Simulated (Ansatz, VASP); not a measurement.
**MoW2: VASP beside Ansatz**

```
Mo W
1.0
    -1.58755    1.58755    4.76636
     1.58755   -1.58755    4.76636
     1.58755    1.58755   -4.76636
Mo W
1 2
Cartesian
  0.0000 0.0000 0.0000
  0.0000 0.0000 6.3537
  0.0000 0.0000 3.1790
```

Alike in both runs: functional PBE; k mesh 20 × 20 × 20; occupations gaussian, width 0.1 eV; no spin polarisation.

Ansatz relaxed the structure, and its values are those at the end. VASP's run is a single point on that final structure, the one shown.

|  | VASP | Ansatz |
| --- | --- | --- |
| version | VASP 6.6.1 | Ansatz 0.2.0 |
| potentials or method | VASP PAW PBE potentials, release 64 (Mo_sv, W_sv), cutoff 520 eV | scalar-relativistic, plane waves, PAW |
| valence electrons in the cell | 42 | 42 |

```csv
,VASP,Ansatz,Ansatz less VASP
gap on the k mesh at the Fermi level (eV),none,none,-
pressure (GPa),0.5,0.0,-0.51
```

A gap of «none» marks a metal or a gap that the smearing closes.

Spin-orbit coupling is off throughout.
